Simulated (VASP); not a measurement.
# BeTe (I-4m2) in VASP: a series of runs, part 2 of 2

VASP 6.6.1. Earlier steps stand in the parts before.

## (3) Single point, PBE (uniaxial z strain -3.0%)

The input, INCAR:

```
SYSTEM = BeTe
PREC = Accurate
ENCUT = 520
EDIFF = 1E-6
ISMEAR = -1
SIGMA = 0.02
LREAL = .FALSE.
LASPH = .TRUE.
NELM = 100
ALGO = Normal
ISIF = 2
LWAVE = .FALSE.
LCHARG = .FALSE.
GGA = PE
NBANDS = 11
```

The input, KPOINTS:

```
Automatic mesh
0
G
  8 8 8
  0 0 0
```

The input, POSCAR:

```
BeTe
1.0
    0.0000000000      2.8286236287      2.7426334704
    2.8286236287      0.0000000000      2.7426334704
    2.8286236287      2.8286236287      0.0000000000
Be Te
1 1
Direct
    0.0000000000      0.0000000000      0.0000000000
    0.2500000000      0.2500000000      0.2500000000
```

Potentials or basis: VASP PAW PBE potentials, release 64 (Be, Te).

Run with:

```sh
> cat potpaw_PBE.64/Be/POTCAR potpaw_PBE.64/Te/POTCAR > POTCAR
> mpirun -np 1 vasp_std > vasp.out
```

It took 24 s on 1 thread of Intel Xeon Platinum 8259CL at 2.50GHz (Skylake/Cascade Lake), shared host; peak memory 0.18 GiB.

Results (log left out):

```
Free energy            : -7.6082 eV
Pressure               : 2.2 GPa
Band gap on the k mesh : 1.69 eV (least direct gap 3.45 eV)
```

Stress tensor (GPa, compression positive):
```
1.63 0.00 0.00
0.00 1.63 0.00
0.00 0.00 3.42
```

Levels at points of the mesh, in eV from the valence-band top:
| k point | band 2 | band 3 | band 4 | band 5 | band 6 | band 7 |
| --- | --- | --- | --- | --- | --- | --- |
| (0.00, 0.00, 0.00) | -0.16 | -0.16 | 0.00 | 3.45 | 3.52 | 3.52 |
| (0.50, 0.00, 0.00) | -5.76 | -1.40 | -1.14 | 2.98 | 4.38 | 4.61 |
| (0.50, 0.50, 0.00) | -5.20 | -2.96 | -2.96 | 1.69 | 2.37 | 9.73 |
| (0.50, 0.00, 0.50) | -5.37 | -2.77 | -2.71 | 1.90 | 2.62 | 9.59 |

Caveat: the cell differs from its parent crystal (uniaxial z strain -3.0%); spin-orbit coupling is left out, which moves the levels of the heavy elements. A k mesh can miss the band edges.

## (4) Single point, r2SCAN (uniaxial z strain -3.0%)

POSCAR is that of step 3.

The input, INCAR.step1:

```
SYSTEM = BeTe
PREC = Accurate ; ENCUT = 520
ISMEAR = 0 ; SIGMA = 0.01
LREAL = .FALSE. ; LASPH = .TRUE.
NELM = 100 ; NBANDS = 11
GGA = PE ; ALGO = Normal
EDIFF = 1E-4 ; LWAVE = .TRUE.
LCHARG = .FALSE.
```

The input, INCAR.step2:

```
SYSTEM = BeTe
PREC = Accurate ; ENCUT = 520
EDIFF = 1E-6 ; ISMEAR = 0
SIGMA = 0.01 ; LREAL = .FALSE.
LASPH = .TRUE. ; NELM = 100
ALGO = Normal ; ISIF = 2
LWAVE = .FALSE. ; LCHARG = .FALSE.
METAGGA = R2SCAN ; LMIXTAU = .TRUE.
NBANDS = 11 ; ISTART = 1
```

KPOINTS is that of step 3.

Run with:

```sh
> cat potpaw_PBE.64/Be/POTCAR potpaw_PBE.64/Te/POTCAR > POTCAR
> cp INCAR.step1 INCAR
> mpirun -np 1 vasp_std > vasp.out
> cp INCAR.step2 INCAR
> mpirun -np 1 vasp_std > vasp.out
```

It took 92 s on 1 thread of Intel Xeon Platinum 8259CL at 2.50GHz (Skylake/Cascade Lake), shared host; peak memory 0.18 GiB.

Results (log left out):

* Free energy: -30.6697 eV
* Pressure: 2.1 GPa
* Band gap on the k mesh: 2.03 eV (least direct gap 3.85 eV)

Stress tensor (GPa, compression positive):
```
1.51 0.00 0.00
0.00 1.51 0.00
0.00 0.00 3.38
```

Levels at points of the mesh, in eV from the valence-band top:
```
           k point  band 1  band 2  band 3  band 4  band 5  band 6  band 7  band 8  band 9
(0.00, 0.00, 0.00)  -13.02   -0.17   -0.17    0.00    3.85    3.91    3.91    4.53    8.97
(0.50, 0.00, 0.00)  -11.53   -5.99   -1.45   -1.18    3.45    4.79    5.04    8.37   11.64
(0.50, 0.50, 0.00)  -10.89   -5.43   -3.07   -3.07    2.03    2.68   10.59   10.59   12.67
(0.50, 0.00, 0.50)  -11.02   -5.61   -2.88   -2.82    2.26    2.95   10.43   10.61   12.39
```

Caveat: the cell differs from its parent crystal (uniaxial z strain -3.0%); the PAW data sets were made with another functional, which shifts forces and pressure a little; spin-orbit coupling is left out, which moves the levels of the heavy elements. A k mesh can miss the band edges.

## (5) Single point, r2SCAN (epitaxial xy strain -2.6%)

The input, POSCAR:

```
BeTe
1.0
    0.0000000000      2.7550794143      2.8828032604
    2.7550794143      0.0000000000      2.8828032604
    2.7550794143      2.7550794143      0.0000000000
Be Te
1 1
Direct
    0.0000000000      0.0000000000      0.0000000000
    0.2500000000      0.2500000000      0.2500000000
```

The input, INCAR.step1:

```
PREC = Accurate
ENCUT = 520
ISMEAR = 0
SIGMA = 0.01
LREAL = F
LASPH = T
NELM = 80
NBANDS = 11
GGA = PE
ALGO = Normal
EDIFF = 1E-4
LWAVE = T
LCHARG = F
```

The input, INCAR.step2:

```
PREC = Accurate
ENCUT = 520
EDIFF = 1E-6
ISMEAR = 0
SIGMA = 0.01
LREAL = F
LASPH = T
NELM = 80
ALGO = Normal
ISIF = 2
LWAVE = F
LCHARG = F
METAGGA = R2SCAN
LMIXTAU = T
NBANDS = 11
ISTART = 1
```

The input, KPOINTS:

```
regular mesh
0
Gamma
  8 8 8
```

Run with:

```sh
> cat potpaw_PBE.64/Be/POTCAR potpaw_PBE.64/Te/POTCAR > POTCAR
> cp INCAR.step1 INCAR
> mpirun -np 1 vasp_std > vasp.out
> cp INCAR.step2 INCAR
> mpirun -np 1 vasp_std > vasp.out
```

Wall time 92 s (1 thread of Intel Xeon Platinum 8259CL at 2.50GHz (Skylake/Cascade Lake), shared host); peak memory 0.19 GiB.

It converged, with:

```yaml
Free_energy: -30.6606 eV
Pressure: 2.3 GPa
Band_gap_on_the_k_mesh: 2.08 eV (least direct gap 3.88 eV)
```

Stress tensor (GPa, compression positive):
```
3.38 0.00 0.00
0.00 3.38 0.00
0.00 0.00 0.21
```

Levels at points of the mesh, in eV from the valence-band top:
```csv
k point,band 2,band 3,band 4,band 5,band 6,band 7
"(0.00, 0.00, 0.00)",-0.28,0.00,0.00,3.89,3.89,3.97
"(0.50, 0.00, 0.00)",-5.99,-1.51,-1.08,3.42,4.86,5.07
"(0.50, 0.50, 0.00)",-5.72,-2.69,-2.69,2.43,3.13,10.57
"(0.50, 0.00, 0.50)",-5.46,-3.07,-2.98,2.08,2.74,10.38
```

Caveat: the cell differs from its parent crystal (epitaxial xy strain -2.6%); the PAW data sets were made with another functional, which shifts forces and pressure a little; spin-orbit coupling is left out, which moves the levels of the heavy elements. A k mesh can miss the band edges.

## (6) Overview

```csv
level,cell,smearing,gap on the mesh (eV),pressure (GPa)
PBE,"a = 3.988, b = 3.988, c = 3.896 Å, angles 60.8, 60.8, 58.5°, 2 atoms",fermi-dirac 0.02 eV,1.73,2.4
PBE,"a = 3.940, b = 3.940, c = 4.000 Å, angles 59.5, 59.5, 61.0°, 2 atoms",fermi-dirac 0.02 eV,1.69,2.2
r2SCAN,"a = 3.940, b = 3.940, c = 4.000 Å, angles 59.5, 59.5, 61.0°, 2 atoms",gaussian 0.01 eV,2.03,2.1
r2SCAN,"a = 3.988, b = 3.988, c = 3.896 Å, angles 60.8, 60.8, 58.5°, 2 atoms",gaussian 0.01 eV,2.08,2.3
```

Alike in all rows: task single point; potentials or basis VASP PAW PBE potentials, release 64 (Be, Te); no spin polarisation; k mesh 8 × 8 × 8; cutoff (eV) 520.

Caveats: spin-orbit coupling is left out, which moves the levels of the heavy elements; the PAW data sets were made with another functional, which shifts forces and pressure a little (at least some runs).

Total energies depend on the potentials used, so only differences within one code and one set of settings carry meaning.
